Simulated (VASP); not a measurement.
A run of VASP 6.6.1 is set up as follows.

Contents of INCAR:

```
PREC = Accurate
ENCUT = 520
EDIFF = 1E-7
ISMEAR = -1
SIGMA = 0.1
LREAL = False
LASPH = True
NELM = 60
ALGO = Normal
ISIF = 2
LWAVE = False
LCHARG = False
GGA = PS
NBANDS = 19
```

File KPOINTS:

```
Automatic mesh
0
Gamma
  20 20 11
```

Contents of POSCAR:

```
Ti
1.0
    2.8214349862      0.0000000000      0.0000000000
   -1.4107174931      2.4434343732      0.0000000000
    0.0000000000      0.0000000000      4.4693386947
Ti
2
Direct
    0.3333333333      0.6666666667      0.2500000000
    0.6666666667      0.3333333333      0.7500000000
```

Potentials or basis: VASP PAW PBE potentials, release 64 (Ti_sv).

Command:

```bash
$ cat potpaw_PBE.64/Ti_sv/POTCAR > POTCAR
$ mpirun -np 1 vasp_std > vasp.out
```

Problem. Predict the band gap on the k mesh.

Solution. Zero (band 12 reaches 10.42 eV, above the bottom of band 13 at 9.27 eV).

Problem. Predict the pressure.

Solution. 11.0 GPa.

Stress tensor (GPa, compression positive):
```
10.87  0.00  0.00
 0.00 10.87  0.00
 0.00  0.00 11.14
```

Caveat: the PAW data sets were made with another functional, which shifts forces and pressure a little.
